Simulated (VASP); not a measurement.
Set up this calculation in VASP 6.6.1, as the native input.

| Quantity | Value |
| --- | --- |
| Task | single point |
| Functional | LDA |
| Potentials or basis | VASP PAW LDA potentials, release 64 (Pb_d, F) |
| Cutoff | 520 eV |
| k mesh | 8 × 8 × 8 |
| Occupations | gaussian, width 0.05 eV |
| Spin | no spin polarisation |
| Dipole correction | no |
| Further INCAR settings | ALGO = Normal; EDIFF = 1e-06; NBANDS = 21 |

The structure of PbF2 lies in POSCAR:

```
PbF2
1.0
    0.0000000000      2.9698500000      2.9698500000
    2.9698500000      0.0000000000      2.9698500000
    2.9698500000      2.9698500000      0.0000000000
Pb F
1 2
Direct
    0.0000000000      0.0000000000      0.0000000000
    0.2394775830      0.2394775830      0.2605224170
    0.7394775830      0.7394775830      0.7605224170
```

This cell differs from its parent crystal: all F atoms moved +0.062 Å, as atom 2 towards its neighbour atom 3 (F) at 2.970 Å.

The input as run:

INCAR

```
SYSTEM = PbF2
PREC     = Accurate       ! precision mode
ENCUT    = 520            ! plane-wave cutoff, eV
EDIFF    = 1E-6           ! SCF threshold, eV
ISMEAR   = 0              ! smearing method
SIGMA    = 0.05           ! smearing width, eV
LREAL    = .False.        ! projectors in reciprocal space
LASPH    = .True.         ! aspherical terms in the spheres
NELM     = 80             ! most SCF steps
ALGO     = Normal         ! electronic algorithm
ISIF     = 2              ! what is computed and relaxed
LWAVE    = .False.        ! write WAVECAR
LCHARG   = .True.         ! write CHGCAR
GGA      = CA             ! functional
LELF     = .True.         ! ELF
LVHAR    = .True.       
NBANDS   = 21             ! bands
```

KPOINTS

```
regular mesh
0
Gamma
  8 8 8
  0 0 0
```

Potentials or basis: VASP PAW LDA potentials, release 64 (Pb_d, F).

Command:

```sh
$ cat potpaw_LDA.64/Pb_d/POTCAR potpaw_LDA.64/F/POTCAR > POTCAR
$ mpirun -np 1 vasp_std > vasp.out
```

It gave:

```
Pressure               : -4.9 GPa
Largest force          : 0.056 eV/Å
Band gap on the k mesh : 4.22 eV (least direct gap 4.38 eV)
```

Caveat: the cell differs from its parent crystal (all F atoms moved +0.062 Å, as atom 2 towards its neighbour atom 3 (F) at 2.970 Å); the cell stands under tension; spin-orbit coupling is left out, which moves the levels of the heavy elements.

Wall time 60 s on 1 thread of Intel(R) Xeon(R) Platinum 8259CL CPU @ 2.50GHz (Skylake/Cascade Lake), on a shared host, peak memory 0.19 GiB.
